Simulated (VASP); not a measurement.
Wanted: the native input for a VASP 6.6.1 run.

```
Task                   : single point
Functional             : PBE
Potentials or basis    : VASP PAW PBE potentials, release 64 (Mo_sv, S)
Cutoff                 : 520 eV
k mesh                 : 12 × 12 × 2
Occupations            : gaussian, width 0.05 eV
Spin                   : no spin polarisation
Dipole correction      : no
Further INCAR settings : ALGO = Normal; EDIFF = 1e-07; NBANDS = 35
```

The structure of MoS2 lies in POSCAR:

```
MoS2
1.0
    3.1855822578      0.0000000000      0.0000000000
   -1.5927911289      2.6346493789      0.0000000000
    0.0000000000      0.0000000000     14.5104515858
Mo S
2 4
Direct
    0.3333333333      0.6666666667      0.2500000000
    0.6666666667      0.3333333333      0.7500000000
    0.3333333333      0.6666666667      0.6423151295
    0.6666666667      0.3333333333      0.1423151295
    0.3333333333      0.6666666667      0.8576848705
    0.6666666667      0.3333333333      0.3576848705
```

This cell differs from its parent crystal: strain -0.0450 x Voigt [0, 1, 0, 0, 0, 0].

The input as run:

INCAR

```
SYSTEM = MoS2
PREC = Accurate ; ENCUT = 520
EDIFF = 1E-7 ; ISMEAR = 0
SIGMA = 0.05 ; LREAL = .FALSE.
LASPH = .TRUE. ; NELM = 60
ALGO = Normal ; ISIF = 2
LWAVE = .FALSE. ; LCHARG = .FALSE.
GGA = PE ; NBANDS = 35
```

KPOINTS

```
Automatic mesh
0
G
  12 12 2
  0 0 0
```

Potentials or basis: VASP PAW PBE potentials, release 64 (Mo_sv, S).

The run is started by

```sh
$ cat potpaw_PBE.64/Mo_sv/POTCAR potpaw_PBE.64/S/POTCAR > POTCAR
$ mpirun -np 1 vasp_std > vasp.out
```

It gave:

```json
{"Pressure": "6.0 GPa", "Largest force": "0.501 eV/Å", "Band gap on the k mesh": "1.69 eV (least direct gap 1.89 eV)"}
```

Caveat: the cell differs from its parent crystal (strain -0.0450 x Voigt [0, 1, 0, 0, 0, 0]); the stress differs along the axes, from 3 to 11 GPa; this functional lacks dispersion, which binds layers or chains, so the pressure and a relaxed spacing across them are unreliable.

Wall time 9.4 min on 1 thread of Intel Xeon 8259CL (shared host), peak memory 0.43 GiB.
